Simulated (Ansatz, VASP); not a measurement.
**One calculation of Ba2Te2H, two programs**

```xyz
5
Lattice="5.6632 0.0000 0.0000 0.0000 5.6632 0.0000 0.0000 0.0000 8.0090" Properties=species:S:1:pos:R:3 pbc="T T T"
Ba    2.8316    0.0000    6.0068
Ba    0.0000    2.8316    2.0023
Te    0.0000    0.0000    4.0045
Te    2.8316    2.8316    0.0000
H     0.0000    0.0000    0.0000
```

Change from the starting cell: ordered mixture with vacancies on the anion sites of fluorite (P-4m2, No. 115).

Alike in both runs: task relaxation of cell and atoms; functional PBE; k mesh 4 × 4 × 2; occupations gaussian, width 0.1 eV; no spin polarisation.

|  | VASP | Ansatz |
| --- | --- | --- |
| version | VASP 6.6.1 | Ansatz 0.2.0 |
| potentials or method | VASP PAW PBE potentials, release 64 (Ba_sv, Te, H), cutoff 600 eV | scalar-relativistic, plane waves, PAW |
| valence electrons in the cell | 33 | 53 |

```csv
,VASP,Ansatz,Ansatz less VASP
"gap on the k mesh at the Fermi level, each at its own relaxed structure (eV)",none,none,-
relaxed volume (Å³/atom),39.32,39.03,-0.282
relaxed length of the cell vector where the two differ most in proportion (Å),6.272,6.237,-0.0344
```

A gap of «none» marks a metal or a gap that the smearing closes. VASP's potentials hold 33 valence electrons a cell and Ansatz's 53, so a difference there can come from the potentials and not from the codes.

The k mesh is coarse, so the values compare programs but aren't converged. Neither program's run includes spin-orbit coupling. Noted on VASP's run: the volume moved by over 15 % at a fixed basis, so the end points are rough.
